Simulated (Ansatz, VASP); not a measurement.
## One calculation of PPt, two programs

File INCAR:

```
  PREC = Accurate
  ENCUT = 520
  EDIFF = 1E-6
  ISMEAR = 0
  SIGMA = 0.05
  LREAL = False
  LASPH = True
  NELM = 100
  ALGO = Normal
  ISIF = 2
  LWAVE = False
  LCHARG = True
  GGA = PS
  LELF = True
  LVHAR = True
  NBANDS = 14
```

The input KPOINTS:

```
Automatic mesh
0
Gamma
  12 12 12
```

The input POSCAR:

```
PPt
1.0
    0.0000000000      2.6512946464      2.7043205393
    2.6512946464      0.0000000000      2.7043205393
    2.6512946464      2.6512946464      0.0000000000
Pt P
1 1
Direct
    0.0000000000      0.0000000000      0.0000000000
    0.2500000000      0.2500000000      0.2500000000
```

Input for Ansatz:

```yaml
crystal:
  lattice:
    - [0.0, 2.6512946464, 2.7043205393]
    - [2.6512946464, 0.0, 2.7043205393]
    - [2.6512946464, 2.6512946464, 0.0]
  atoms:
    - { symbol: Pt, position: [0.0, 0.0, 0.0] }
    - { symbol: P, position: [0.25, 0.25, 0.25] }
basis:
  ecutwfc: 420
  ecutrho_ratio: 4
kpoints:
  mp_grid: { grid: [12, 12, 12] }
hamiltonian:
  xc: pbesol
scf:
  occupations: { method: gaussian, width: 0.05 }
output:
  forces: true
  stress: true
  eigenvalues: true
```

Change from the starting cell: strain e3 = +0.02, atoms carried along.

Alike in both runs: task single point; functional PBEsol; k mesh 12 × 12 × 12; occupations gaussian, width 0.05 eV; no spin polarisation.

|  | VASP | Ansatz |
| --- | --- | --- |
| version | VASP 6.6.1 | Ansatz 0.2.0 |
| potentials or method | VASP PAW PBE potentials, release 64 (Pt, P), cutoff 520 eV | scalar-relativistic, plane waves, PAW |
| valence electrons in the cell | 15 | 23 |

|  | VASP | Ansatz | Ansatz less VASP |
| --- | --- | --- | --- |
| gap on the k mesh at the Fermi level (eV) | none | none | - |
| pressure (GPa) | -3.0 | -3.0 | 0.00 |
| traceless stress, the component that is largest in VASP (GPa) | -0.13 | -0.13 | +0.001 |

VASP's potentials were made for PBE, not for PBEsol. A gap of «none» marks a metal or a gap that the smearing closes. With one functional, cell and mesh, what is left measures potentials, basis and numerics. VASP's potentials hold 15 valence electrons a cell and Ansatz's 23, so a difference there can come from the potentials and not from the codes.

Neither program's run includes spin-orbit coupling.
